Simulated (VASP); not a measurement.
# Sn2Pt (Fm-3m) in VASP: further runs

Runs on Sn2Pt. Level: LDA. Tasks: single point.

Program: VASP 6.6.1. These are calculated values, not measurements. Logs are shortened: lines on timing, memory, paths and dates and some standing lists are left out, and cuts for length are marked.

## (1) The cell of the first run

The structure is cubic, space group Fm-3m (No. 225). The conventional cell has a = 6.425 Å, b = 6.425 Å, c = 6.425 Å, α = 90.00°, β = 90.00°, γ = 90.00°. Within 3.7 Å of Sn (site symmetry -43m) lie 4 Pt at 2.78 Å and 6 Sn at 3.21 Å. Pt (site symmetry m-3m) has 8 Sn at 2.78 Å within 3.7 Å.

## (2) Single point, LDA

INCAR

```
SYSTEM = Sn2Pt
  PREC = Accurate
  ENCUT = 500
  EDIFF = 1E-6
  ISMEAR = 1
  SIGMA = 0.15
  LREAL = .False.
  LASPH = .True.
  NELM = 120
  ALGO = Normal
  ISIF = 2
  LWAVE = .False.
  LCHARG = .False.
  NBANDS = 47
  GGA_COMPAT = .False.
```

KPOINTS

```
Automatic mesh
0
Gamma
  4 2 4
  0 0 0
```

POSCAR

```
Sn2Pt
1.0
    0.0000000000      3.2125000000      3.2125000000
    6.4250000000      0.0000000000      6.4250000000
    3.2125000000      3.2125000000      0.0000000000
Sn Pt
4 2
Direct
    0.2500000000      0.1250000000      0.2500000000
    0.7500000000      0.3750000000      0.7500000000
    0.2500000000      0.6250000000      0.2500000000
    0.7500000000      0.8750000000      0.7500000000
    0.0000000000      0.0000000000      0.0000000000
    0.0000000000      0.5000000000      0.0000000000
```

Potentials or basis: VASP PAW LDA potentials, release 64 (Sn_d, Pt).

The run is started by

```
$ cat potpaw_LDA.64/Sn_d/POTCAR potpaw_LDA.64/Pt/POTCAR > POTCAR
$ mpirun -np 1 vasp_std > vasp.out
```

OUTCAR:

```text
SYSTEM = Sn2Pt
   PREC = Accurate
   ENCUT = 500
   EDIFF = 1E-6
   ISMEAR = 1
   LREAL = .False.
   LASPH = .True.
   NELM = 120
   ISIF = 2

 ion  position               nearest neighbor table
   1  0.250  0.125  0.250-   5 2.78   5 2.78   6 2.78   5 2.78   4 3.21   2 3.21   4 3.21   2 3.21
                             4 3.21   2 3.21
   2  0.750  0.375  0.750-   5 2.78   6 2.78   6 2.78   6 2.78   3 3.21   1 3.21   1 3.21   3 3.21
                             1 3.21   3 3.21
   3  0.250  0.625  0.250-   6 2.78   6 2.78   5 2.78   6 2.78   2 3.21   2 3.21   4 3.21   2 3.21
                             4 3.21   4 3.21
   4  0.750  0.875  0.750-   6 2.78   5 2.78   5 2.78   5 2.78   3 3.21   3 3.21   1 3.21   3 3.21
                             1 3.21   1 3.21
   5  0.000  0.000  0.000-   4 2.78   4 2.78   2 2.78   3 2.78   1 2.78   1 2.78   1 2.78   4 2.78

   6  0.000  0.500  0.000-   2 2.78   2 2.78   1 2.78   4 2.78   3 2.78   3 2.78   3 2.78   2 2.78

  LATTYP: Found a trigonal (rhomboedric) cell.
 ALAT       =     7.8689857987
 COS(alpha) =     0.8333333333

  Lattice vectors:

 A1 = (   3.2125000000,  -6.4250000000,   3.2125000000)
 A2 = (   6.4250000000,  -3.2125000000,   3.2125000000)
 A3 = (   3.2125000000,  -3.2125000000,   6.4250000000)

Analysis of symmetry for initial positions (statically):
=====================================================================
 Subroutine PRICEL returns following result:

  LATTYP: Found a face centered cubic cell.
 ALAT       =     6.4250000000

  Lattice vectors:

 A1 = (   0.0000000000,   3.2125000000,   3.2125000000)
 A2 = (   3.2125000000,   0.0000000000,   3.2125000000)
 A3 = (   3.2125000000,   3.2125000000,   0.0000000000)

   2 primitive cells build up your supercell.

 Routine SETGRP: Setting up the symmetry group for a
 trigonal (rhombohedral) supercell.

 Subroutine GETGRP returns: Found 12 space group operations
 (whereof 12 operations were pure point group operations)
 out of a pool of 12 trial point group operations.

The static configuration has the point symmetry D_3d.

Analysis of symmetry for dynamics (positions and initial velocities):
=====================================================================
 Subroutine PRICEL returns following result:

  LATTYP: Found a face centered cubic cell.
 ALAT       =     6.4250000000

  Lattice vectors:

 A1 = (   0.0000000000,   3.2125000000,   3.2125000000)
 A2 = (   3.2125000000,   0.0000000000,   3.2125000000)
 A3 = (   3.2125000000,   3.2125000000,   0.0000000000)

   2 primitive cells build up your supercell.

 Routine SETGRP: Setting up the symmetry group for a
 trigonal (rhombohedral) supercell.

 Subroutine GETGRP returns: Found 12 space group operations
 (whereof 12 operations were pure point group operations)
 out of a pool of 12 trial point group operations.

The dynamic configuration has the point symmetry D_3d.

 Subroutine INISYM returns: Found 12 space group operations
 (whereof 12 operations are pure point group operations),
 and found     2 'primitive' translations

----------------------------------------------------------------------------------------

                                     Primitive cell

  volume of cell :      66.3070

  direct lattice vectors                    reciprocal lattice vectors
     0.000000000  3.212500000  3.212500000    -0.155642023  0.155642023  0.155642023
     3.212500000  0.000000000  3.212500000     0.155642023 -0.155642023  0.155642023
     3.212500000  3.212500000  0.000000000     0.155642023  0.155642023 -0.155642023

  length of vectors
     4.543161069  4.543161069  4.543161069     0.269579892  0.269579892  0.269579892

  position of ions in fractional coordinates (direct lattice)
     0.250000000  0.250000000  0.250000000
     0.750000000  0.750000000  0.750000000
     0.000000000  0.000000000  0.000000000

  ion indices of the primitive-cell ions
   primitive index   ion index
                 1           1
                 2           2
                 3           5

----------------------------------------------------------------------------------------

 KPOINTS: Automatic mesh

Automatic generation of k-mesh.
 Grid dimensions read from file:
 generate k-points for:    4    2    4

 Generating k-lattice:

  Cartesian coordinates                     Fractional coordinates (reciprocal lattice)
    -0.038910506  0.038910506  0.038910506     0.250000000  0.000000000  0.000000000
     0.038910506 -0.038910506  0.038910506     0.000000000  0.500000000  0.000000000
     0.038910506  0.038910506 -0.038910506     0.000000000  0.000000000  0.250000000

  Length of vectors
     0.067394973  0.067394973  0.067394973

  Shift w.r.t. Gamma in fractional coordinates (k-lattice)
     0.000000000  0.000000000  0.000000000

 -----------------------------------------------------------------------------
|                                                                             |
|           W    W    AA    RRRRR   N    N  II  N    N   GGGG   !!!           |
|           W    W   A  A   R    R  NN   N  II  NN   N  G    G  !!!           |
|           W    W  A    A  R    R  N N  N  II  N N  N  G       !!!           |
|           W WW W  AAAAAA  RRRRR   N  N N  II  N  N N  G  GGG   !            |
|           WW  WW  A    A  R   R   N   NN  II  N   NN  G    G                |
|           W    W  A    A  R    R  N    N  II  N    N   GGGG   !!!           |
|                                                                             |
|     Your reciprocal lattice and k-lattice belong to different lattice       |
|     classes:                                                                |
|                                                                             |
|        The reciprocal lattice is rhombohedral (trigonal),                   |
|        whereas your k-lattice is body-centered cubic.                       |
|                                                                             |
|     Results are often still useful ...                                      |
|                                                                             |
 -----------------------------------------------------------------------------

 Subroutine IBZKPT returns following result:
 ===========================================

 Found      8 irreducible k-points:

 Following reciprocal coordinates:
            Coordinates               Weight
  0.000000  0.000000  0.000000      1.000000
  0.250000  0.000000  0.000000      6.000000
  0.500000  0.000000  0.000000      3.000000
  0.000000  0.500000  0.000000      1.000000
  0.250000  0.500000  0.000000      6.000000
  0.500000  0.500000  0.000000      3.000000
  0.500000  0.000000  0.250000      6.000000
 -0.250000  0.000000  0.250000      6.000000
   k-points           NKPTS =      8   k-points in BZ     NKDIM =      8   number of bands    NBANDS=     47
   number of dos      NEDOS =    301   number of ions     NIONS =      6
   total plane-waves  NPLWV =  90720
   dimension x,y,z NGX =    36 NGY =   70 NGZ =   36
   dimension x,y,z NGXF=    72 NGYF=  140 NGZF=   72
   ions per type =               4   2
   NGX,Y,Z   is equivalent  to a cutoff of  13.17, 12.81, 13.17 a.u.
   NGXF,Y,Z  is equivalent  to a cutoff of  26.35, 25.61, 26.35 a.u.
 SYSTEM =  Sn2Pt
   PREC   = accura    normal or accurate (medium, high low for compatibility)
   ISTART =      0    job   : 0-new  1-cont  2-samecut
   ICHARG =      2    charge: 1-file 2-atom 10-const
   ISPIN  =      1    spin polarized calculation?
   LNONCOLLINEAR =      F non collinear calculations
   LSORBIT =      F    spin-orbit coupling
   LASPH  =      T    aspherical Exc in radial PAW
   ENCUT  =  500.0 eV  36.75 Ry    6.06 a.u.   8.28 16.57  8.28*2*pi/ulx,y,z
   NELM   =    120;   NELMIN=  2; NELMDL= -5     # of ELM steps
   EDIFF  = 0.1E-05   stopping-criterion for ELM
   LREAL  =      F    real-space projection
[... 7 lines left out ...]
   TEBEG  =    0.0;   TEEND  =   0.0 temperature during run
   PSTRESS=    0.0 pullay stress
   NELECT =      76.0000    total number of electrons
   NUPDOWN=      -1.0000    fix difference up-down
   EMIN   =  10.00;   EMAX   =-10.00  energy-range for DOS
   EFERMI =   0.00;   METHOD = LEGACY
   ISMEAR =     1;   SIGMA  =   0.15  broadening in eV -4-tet -1-fermi 0-gaus
   EFERMI_NEDOS =   21; number of points for ismear=-14 and -15
   IALGO  =     38    algorithm
   IMIX   =      4    mixing-type and parameters
     AMIX     =   0.40;   BMIX     =  1.00
     AMIX_MAG =   1.60;   BMIX_MAG =  1.00
  volume/ion in A,a.u.               =      22.10       149.15
  Fermi-wavevector in a.u.,A,eV,Ry     =   1.359825  2.569696 25.158845  1.849123
  Thomas-Fermi vector in A             =   2.486539
   LORBIT       =      0    0 simple, 1 ext, 2 COOP (PROOUT), +10 PAW based schemes
   GGA     = CA    functional components
   LHFCALC =     F    Hartree Fock is set to
   AEXX    =    0.0000 exact exchange contribution
   IVDW    =     0    specifies the selected vdW correction
   LEPSILON=     F    determine dielectric tensor
   LRPA    =     F    only Hartree local field effects (RPA)
 non-spin polarized calculation
 Methfessel and Paxton  Order N= 1 SIGMA  =   0.15
  energy-cutoff  :      500.00
  volume of cell :      132.61
 maximum number of plane-waves:      3386
 NGX is ok and might be reduce to    36

 number of electron      76.0000012 magnetization

 Free energy of the ion-electron system (eV)
  ---------------------------------------------------
  ext. energy  EPLUGINS =         0.00000000
  ---------------------------------------------------
  free energy    TOTEN  =       -35.73093038 eV

  energy without entropy =      -35.73042483  energy(sigma->0) =      -35.73076187

 E-fermi :   9.4943     XC(G=0): -11.3685

 val. band max:        8.8709887089   @ k =   0.2500   0.5000   0.0000
 cond. band min:       9.5984984318   @ k =   0.5000   0.0000   0.2500
 fundamental gap:      0.7275097228
 Fermi energy:         9.4942627116

 k-point     1 :       0.0000    0.0000    0.0000
  band No.  band energies     occupation
      1     -12.4346      2.00000
      2     -12.4346      2.00000
      3     -12.3311      2.00000
      4     -12.3311      2.00000
      5     -12.3311      2.00000
      6     -12.2747      2.00000
[... 389 lines left out ...]
     46      14.4363      0.00000
     47      15.1869      0.00000

------------------------ aborting loop because EDIFF is reached ----------------------------------------

  FORCE on cell =-STRESS in cart. coord.  units (eV):
  Direction    XX          YY          ZZ          XY          YZ          ZX
  --------------------------------------------------------------------------------------
  -------------------------------------------------------------------------------------
  Total       -0.7992392     -0.7992392     -0.7992392      0.0001283      0.0001283     -0.0001283
  in kB       -9.6560156     -9.6560156     -9.6560156      0.0015505      0.0015505     -0.0015505
  external PRESSURE =      -9.6560156 kB  Pullay stress =       0.0000000 kB

 VOLUME and BASIS-vectors are now :
 -----------------------------------------------------------------------------
  energy-cutoff  :      500.00
  volume of cell :      132.61
      direct lattice vectors                 reciprocal lattice vectors
     0.000000000  3.212500000  3.212500000    -0.155642023  0.155642023  0.155642023
     6.425000000  0.000000000  6.425000000     0.077821012 -0.077821012  0.077821012
     3.212500000  3.212500000  0.000000000     0.155642023  0.155642023 -0.155642023

 POSITION                                       TOTAL-FORCE (eV/Angst)
 -----------------------------------------------------------------------------------
      1.60625      1.60625      1.60625        -0.000002      0.000002     -0.000002
      4.81875      4.81875      4.81875         0.000002     -0.000002      0.000002
      4.81875      1.60625      4.81875        -0.000002      0.000002     -0.000002
      8.03125      4.81875      8.03125         0.000002     -0.000002      0.000002
      0.00000      0.00000      0.00000         0.000000      0.000000     -0.000000
      3.21250      0.00000      3.21250         0.000000      0.000000     -0.000000
 -----------------------------------------------------------------------------------
    total drift:                                0.000000      0.000000      0.000000

  FREE ENERGIE OF THE ION-ELECTRON SYSTEM (eV)
  ---------------------------------------------------
  free  energy   TOTEN  =       -35.7309303841 eV

  energy  without entropy=      -35.7304248270  energy(sigma->0) =      -35.73076187
```

It took 40 s on 1 thread of AMD EPYC 9R45 (Zen 5), shared host; peak memory 0.21 GiB.

Results:

* Free energy: -35.7309 eV
* Pressure: -1.0 GPa
* Band gap on the k mesh: zero (bands 38 and 39 overlap by 1.56 eV)

Caveat: the k points lie up to 0.42 Å⁻¹ apart, too coarse for converged energies and pressures of a metal; spin-orbit coupling is left out, which moves the levels of the heavy elements.

## (3) Single point, LDA

This run uses another cell than the first one: it holds 12 atoms, not 6.

INCAR

```
SYSTEM = Sn2Pt
PREC = Accurate
ENCUT = 500
EDIFF = 1E-6
ISMEAR = 1
SIGMA = 0.15
LREAL = .False.
LASPH = .True.
NELM = 120
ALGO = Normal
ISIF = 2
LWAVE = .False.
LCHARG = .True.
GGA = CA
LELF = .True.
LVHAR = .True.
NBANDS = 88
GGA_COMPAT = .False.
```

KPOINTS

```
regular mesh
0
Gamma
  2 2 4
  0 0 0
```

POSCAR

```
Sn2Pt
1.0
    0.0000000000      6.4250000000      6.4250000000
    6.4250000000      0.0000000000      6.4250000000
    3.2125000000      3.2125000000      0.0000000000
Sn Pt
8 4
Direct
    0.1250000000      0.1250000000      0.2500000000
    0.3750000000      0.3750000000      0.7500000000
    0.1250000000      0.6250000000      0.2500000000
    0.3750000000      0.8750000000      0.7500000000
    0.6250000000      0.1250000000      0.2500000000
    0.8750000000      0.3750000000      0.7500000000
    0.6250000000      0.6250000000      0.2500000000
    0.8750000000      0.8750000000      0.7500000000
    0.0000000000      0.0000000000      0.0000000000
    0.0000000000      0.5000000000      0.0000000000
    0.5000000000      0.0000000000      0.0000000000
    0.5000000000      0.5000000000      0.0000000000
```

Potentials or basis: VASP PAW LDA potentials, release 64 (Sn_d, Pt).

The run is started by

```
$ cat potpaw_LDA.64/Sn_d/POTCAR potpaw_LDA.64/Pt/POTCAR > POTCAR
$ mpirun -np 1 vasp_std > vasp.out
```

It took 3.1 min on 1 thread of AMD EPYC 9R45 (Zen 5), shared host; peak memory 0.36 GiB.

Results (log left out):

| Quantity | Value |
| --- | --- |
| Free energy | -71.4623 eV |
| Pressure | -1.0 GPa |
| Band gap on the k mesh | zero (bands 76 and 77 overlap by 1.35 eV) |

Levels at points of the mesh, in eV from the Fermi level:
```tsv
k point	band 72	band 73	band 74	band 75	band 76	band 77	band 78	band 79	band 80	band 81
(0.00, 0.00, 0.00)	-0.77	-0.77	-0.77	-0.77	0.58	0.58	0.78	0.78	1.96	2.25
(0.50, 0.00, 0.00)	-2.05	-0.72	-0.72	0.10	0.10	0.41	0.41	0.41	0.41	2.05
(0.50, 0.50, 0.00)	-1.45	-1.22	-1.22	-1.22	-1.22	-0.62	-0.62	0.97	0.97	1.80
(0.00, 0.00, 0.50)	-3.50	-0.78	-0.78	-0.77	-0.77	-0.77	-0.77	0.58	0.58	0.78
(0.50, 0.00, 0.50)	-2.58	-2.05	-2.05	-2.05	-2.05	0.10	0.10	0.10	0.10	3.62
(0.50, 0.50, 0.50)	-2.88	-2.40	-2.40	-0.62	-0.62	0.97	0.97	1.80	1.80	2.03
```

Caveat: the k points lie up to 0.42 Å⁻¹ apart, too coarse for converged energies and pressures of a metal; spin-orbit coupling is left out, which moves the levels of the heavy elements.
